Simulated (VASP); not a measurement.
Wanted: the native input for a VASP 6.6.1 run.

| Quantity | Value |
| --- | --- |
| Task | single point |
| Functional | PBEsol |
| Potentials or basis | VASP PAW PBE potentials, release 64 (Li_sv, H) |
| Cutoff | 520 eV |
| k mesh | 8 × 8 × 6 |
| Occupations | gaussian, width 0.02 eV |
| Spin | no spin polarisation |
| Dipole correction | no |
| Further INCAR settings | ALGO = Normal; EDIFF = 1e-06; NBANDS = 12 |

The structure of LiH lies in POSCAR:

```
LiH
1.0
    1.9899771082      1.9899771082      0.0000000000
   -1.9899771082      1.9899771082      0.0000000000
    0.0000000000      0.0000000000      3.9401546742
Li H
2 2
Direct
    0.0000000000      0.0000000000      0.0000000000
    0.5000000000      0.5000000000      0.5000000000
    0.5000000000      0.5000000000      0.0000000000
    0.0000000000      0.0000000000      0.5000000000
```

This cell differs from its parent crystal: strain along c alone, the other axes held: -1.0 %.

These files were run (other wordings do the same):

INCAR

```
ALGO = Normal
EDIFF = 1E-6
ENCUT = 520
GGA = PS
ISIF = 2
ISMEAR = 0
LASPH = True
LCHARG = False
LREAL = False
LWAVE = False
NBANDS = 12
NELM = 60
PREC = Accurate
SIGMA = 0.02
```

KPOINTS

```
k-points
0
Gamma
  8 8 6
```

Potentials or basis: VASP PAW PBE potentials, release 64 (Li_sv, H).

The run is started by

```bash
$ cat potpaw_PBE.64/Li_sv/POTCAR potpaw_PBE.64/H/POTCAR > POTCAR
$ mpirun -np 1 vasp_std > vasp.out
```

Results of the run:

| Item | Value |
| --- | --- |
| Band gap on the k mesh | 2.62 eV |

Caveat: the cell differs from its parent crystal (strain along c alone, the other axes held: -1.0 %).

Run time: 11 s on 1 thread of Intel(R) Xeon(R) Platinum 8259CL CPU @ 2.50GHz (Skylake/Cascade Lake) (shared host), peak memory 0.15 GiB.
